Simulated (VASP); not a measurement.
Input of a VASP 6.6.1 run:

File INCAR:

```
  ALGO = Normal
  EDIFF = 1E-7
  ENCUT = 520
  GGA = PE
  ISIF = 2
  ISMEAR = 0
  ISPIN = 2
  LASPH = T
  LCHARG = F
  LORBIT = 11
  LREAL = F
  LWAVE = F
  MAGMOM = 0 0 1 1
  NBANDS = 20
  NELM = 150
  PREC = Accurate
  SIGMA = 0.1
```

File KPOINTS:

```
k-points
0
Gamma
  6 6 6
```

File POSCAR:

```
SiC
1.0
    3.9236989100      0.0000000000      0.0000000000
   -1.9618494600      3.3980229400      0.0000000000
    0.0000000000      0.0000000000      3.4563668200
Si C
2 2
Direct
    0.3333333300      0.6666666700      0.5000000000
    0.6666666700      0.3333333300      0.5000000000
    0.3333333300      0.6666666700      0.0000000000
    0.6666666700      0.3333333300      0.0000000000
```

Potentials or basis: VASP PAW PBE potentials, release 64 (Si, C).

The run is started by

```console
$ cat potpaw_PBE.64/Si/POTCAR potpaw_PBE.64/C/POTCAR > POTCAR
$ mpirun -np 1 vasp_std > vasp.out
```

Task: Estimate the band gap on the k mesh.

Result: Zero (filled and empty bands overlap).

Task: Estimate the pressure.

Result: 44.1 GPa.

Stress tensor (GPa, compression positive):
```
25.24  0.00  0.00
 0.00 25.24  0.00
 0.00  0.00 81.78
```
